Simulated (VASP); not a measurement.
Runs of VASP 6.6.1 on MgB2. The structure is that of space group P6/mmm (No. 191), or close to it. The cells are those of the table. 

```csv
task,cell,k mesh,cutoff (eV),gap on the mesh (eV),pressure (GPa),relaxed volume (Å³/atom)
single point,"a = 3.075, b = 3.075, c = 3.525 Å, angles 90.0, 90.0, 120.0°, 3 atoms",18 × 18 × 14,520,none,-0.3,-
single point,"a = 3.063, b = 3.063, c = 3.521 Å, angles 90.0, 90.0, 120.0°, 3 atoms",6 × 6 × 6,600,none,(a),-
relaxation of cell and atoms,"relaxed from a = 3.063, b = 3.063, c = 3.521 Å, angles 90.0, 90.0, 120.0°, 3 atoms",18 × 18 × 14,600,none,0.0,9.61
relaxation of cell and atoms,"relaxed from a = 3.079, b = 3.079, c = 3.516 Å, angles 90.0, 90.0, 120.0°, 3 atoms",18 × 18 × 14,600,none,0.1,9.60
single point,"a = 3.075, b = 3.075, c = 3.524 Å, angles 90.0, 90.0, 120.0°, 3 atoms",18 × 18 × 14,520,none,-0.3,-
```

Alike in all rows: level PBE; potentials or basis VASP PAW PBE potentials, release 64 (Mg, B); no spin polarisation; smearing gaussian 0.1 eV.

Q: Estimate the missing entries.

A: (a) 1.5.

Caveats: some runs use coarse meshes.

A gap of «none» marks levels without a gap at the run's occupations.
